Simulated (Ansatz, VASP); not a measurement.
## PbS: VASP beside Ansatz

```
Pb S
1.0
     0.00000    2.96500    2.96500
     2.96500    0.00000    2.96500
     2.96500    2.96500    0.00000
Pb S
1 1
Direct
  0.00000 0.00000 0.00000
  0.50000 0.50000 0.50000
```

Alike in both runs: task single point; functional PBEsol; k mesh 8 × 8 × 8; occupations fermi-dirac, width 0.01 eV; no spin polarisation.

|  | VASP | Ansatz |
| --- | --- | --- |
| version | VASP 6.6.1 | Ansatz 0.2.0 |
| potentials or method | VASP PAW PBE potentials, release 64 (Pb_d, S), cutoff 500 eV | all-electron LAPW, scalar-relativistic |

```tsv
	VASP	Ansatz	Ansatz less VASP
pressure (GPa)	-0.9	-0.8	+0.06
```

VASP's potentials were made for PBE, not for PBEsol. Ansatz ran all-electron here, and VASP with PAW potentials.

Neither program's run includes spin-orbit coupling.
